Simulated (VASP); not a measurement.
**Mo: single point with PBE**

Mo:

```
Mo
1.0
     0.00000   -3.14200    0.00000
    -3.14200    0.00000    0.00000
     0.00000    0.00000   -3.14200
Mo
2
Direct
  0.50000 0.50000 0.48806
  0.00000 0.00000 0.01194
```

This cell differs from its parent crystal: atoms displaced along a vibrational mode.

- Program: VASP 6.6.1
- Task: single point
- Functional: PBE
- Potentials or basis: VASP PAW PBE potentials, release 64 (Mo_sv)
- Cutoff: 520 eV
- k mesh: 16 × 16 × 16
- Occupations: gaussian, width 0.15 eV
- Spin: no spin polarisation

```
Pressure               : 5.8 GPa
Largest force          : 0.429 eV/Å
Band gap on the k mesh : zero (bands 14 and 15 overlap by 2.28 eV)
```

Forces in eV/Å, atoms in the order of the input:
```
Mo   0.000  0.000 -0.429
Mo   0.000  0.000  0.429
```

Stress tensor (GPa, compression positive):
```
5.73 0.00 0.00
0.00 5.73 0.00
0.00 0.00 5.82
```

Levels at points of the mesh, in eV from the Fermi level:
```csv
k point,band 12,band 13,band 14,band 15,band 16,band 17
"(0.00, 0.00, 0.00)",-1.38,-1.33,-1.33,1.64,1.73,4.02
"(0.50, 0.00, 0.00)",-2.75,-0.67,-0.67,-0.51,-0.51,0.99
"(0.00, 0.00, 0.50)",-2.31,-0.63,-0.63,-0.57,-0.57,0.51
"(0.50, 0.50, 0.00)",-3.39,1.69,1.69,1.71,1.71,2.37
"(0.00, 0.50, 0.50)",-3.41,1.48,1.48,1.96,1.96,2.37
"(0.50, 0.50, 0.50)",-2.60,-2.49,-2.49,2.50,2.50,2.50
```

Wall time 85 s on 1 thread of Intel(R) Xeon(R) Platinum 8375C CPU @ 2.90GHz (Ice Lake) (shared host), peak memory 0.3 GiB.

Caveat: the cell differs from its parent crystal (atoms displaced along a vibrational mode); the cell stands under pressure.
